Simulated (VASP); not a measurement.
## SrO: single point with PBEsol

Crystal: SrO.

```xyz
16
Lattice="-7.1066 0.0000 0.0000 -3.5533 6.1545 0.0000 -3.5533 0.0000 -6.2173" Properties=species:S:1:pos:R:3 pbc="T T T"
Sr   -7.1066    2.0515   -4.6630
Sr   -8.8832    5.1287   -4.6630
Sr  -10.6599    2.0515   -4.6630
Sr  -12.4365    5.1287   -4.6630
Sr   -5.3299    1.0257   -1.5543
Sr   -7.1066    4.1030   -1.5543
Sr   -1.7766    1.0257   -1.5543
Sr   -3.5533    4.1030   -1.5543
O    -3.5533    0.0000    0.0000
O    -5.3299    3.0772    0.0000
O     0.0000    0.0000    0.0000
O    -1.7766    3.0772    0.0000
O    -7.1066    0.0000   -3.1087
O    -8.8832    3.0772   -3.1087
O    -3.5533    0.0000   -3.1087
O    -5.3299    3.0772   -3.1087
```

```json
{
 "Program": "VASP 6.6.1",
 "Task": "single point",
 "Functional": "PBEsol",
 "Potentials or basis": "VASP PAW PBE potentials, release 64 (Sr_sv, O)",
 "Cutoff": "520 eV",
 "k mesh": "2 × 2 × 2, shifted",
 "Occupations": "gaussian, width 0.1 eV",
 "Spin": "no spin polarisation",
 "Dipole correction": "no",
 "Further INCAR settings": "LREAL = Auto; ALGO = Normal; EDIFF = 1e-06; NBANDS = 78; ISYM = 0"
}
```

* Pressure: -1.8 GPa
* Band gap on the k mesh: 3.42 eV

Stress tensor (GPa, compression positive):
```
-1.62  0.00  0.00
 0.00 -1.59  0.00
 0.00  0.00 -2.18
```

Levels at points of the mesh, in eV from the valence-band top:
| k point | band 61 | band 62 | band 63 | band 64 | band 65 | band 66 | band 67 | band 68 |
| --- | --- | --- | --- | --- | --- | --- | --- | --- |
| (0.25, 0.25, 0.25) | -0.52 | -0.50 | -0.20 | 0.00 | 3.61 | 3.93 | 4.04 | 4.20 |

Wall time 12 min on 1 thread of Intel(R) Xeon(R) Platinum 8488C (Sapphire Rapids), on a shared host, peak memory 0.5 GiB.

Caveat: the k points lie up to 0.57 Å⁻¹ apart; the PAW data sets were made with another functional, which shifts forces and pressure a little; a shifted mesh leaves out Γ, where band edges can lie. A k mesh can miss the band edges.
